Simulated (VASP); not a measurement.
A run of VASP 6.6.1 is set up as follows.

File INCAR:

```
SYSTEM = MgO
PREC     = Accurate       ! precision mode
ENCUT    = 520            ! plane-wave cutoff, eV
EDIFF    = 1E-7           ! SCF threshold, eV
ISMEAR   = 0              ! smearing method
SIGMA    = 0.05           ! smearing width, eV
LREAL    = .False.        ! projectors in reciprocal space
LASPH    = .True.         ! aspherical terms in the spheres
NELM     = 60             ! most SCF steps
ALGO     = Normal         ! electronic algorithm
ISIF     = 2              ! what is computed and relaxed
LWAVE    = .False.        ! write WAVECAR
LCHARG   = .False.        ! write CHGCAR
GGA      = PS             ! functional
NBANDS   = 16             ! bands
```

Contents of KPOINTS:

```
regular mesh
0
Gamma
  9 9 6
  0 0 0
```

File POSCAR:

```
MgO
1.0
    3.4947663863      0.0000000000      0.0000000000
   -1.7473831932      3.0265564708      0.0000000000
    0.0000000000      0.0000000000      4.1947132299
Mg O
2 2
Direct
    0.6465117478      0.2930234957      0.7500000000
    0.3534882522      0.7069765043      0.2500000000
    0.6815065062      0.3630130124      0.2500000000
    0.3184934938      0.6369869876      0.7500000000
```

Potentials or basis: VASP PAW PBE potentials, release 64 (Mg, O).

Run with:

```bash
$ cat potpaw_PBE.64/Mg/POTCAR potpaw_PBE.64/O/POTCAR > POTCAR
$ mpirun -np 1 vasp_std > vasp.out
```

Question: What does it give for the largest force?

Answer: 1.045 eV/Å.

Question: What does it give for the pressure?

Answer: -0.3 GPa.

Question: What does it give for the band gap on the k mesh?

Answer: 3.17 eV, direct.

Forces in eV/Å, atoms in the order of the input:
```
Mg   0.000  1.045  0.000
Mg   0.000 -1.045  0.000
O    0.000 -0.400  0.000
O    0.000  0.400  0.000
```

Caveat: the cell differs from its parent crystal (mode 5 frozen in at -0.122 Å, strain +e along z and -e/2 along x and y +0.0000); the PAW data sets were made with another functional, which shifts forces and pressure a little.
